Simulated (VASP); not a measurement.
A run of VASP 6.6.1 is set up as follows.

INCAR

```
PREC = Accurate
ENCUT = 600
EDIFF = 1E-6
ISMEAR = -1
SIGMA = 0.1
LREAL = False
LASPH = True
NELM = 100
ALGO = Normal
ISIF = 3
LWAVE = False
LCHARG = False
GGA = RP
IBRION = 2
NSW = 80
EDIFFG = -0.02
```

KPOINTS

```
regular mesh
0
Gamma
  10 10 6
```

POSCAR

```
Ru
1.0
    2.7058000000      0.0000000000      0.0000000000
   -1.3529000000      2.3432915400      0.0000000000
    0.0000000000      0.0000000000      4.2819000000
Ru
2
Direct
    0.3333333300      0.6666666700      0.2500000000
    0.6666666700      0.3333333300      0.7500000000
```

Potentials or basis: VASP PAW PBE potentials, release 64 (Ru_pv).

The run is started by

```sh
$ cat potpaw_PBE.64/Ru_pv/POTCAR > POTCAR
$ mpirun -np 1 vasp_std > vasp.out
```

Question: Estimate the relaxed volume.

Answer: 13.98 Å³/atom.

Question: Estimate the space group after relaxing (to 0.1 Å).

Answer: P6_3/mmc (No. 194).

Question: What does it give for the band gap on the k mesh?

Answer: Zero (bands 14 and 15 overlap by 3.05 eV).

Final structure:
```
CELL_PARAMETERS angstrom
2.73942 0.00000 0.00000
-1.36971 2.37241 0.00000
0.00000 0.00000 4.30174
ATOMIC_POSITIONS crystal
Ru 0.33333 0.66667 0.25000
Ru 0.66667 0.33333 0.75000
```

Caveat: the PAW data sets were made with another functional, which shifts forces and pressure a little. Zero-point motion and thermal expansion aren't in these numbers.
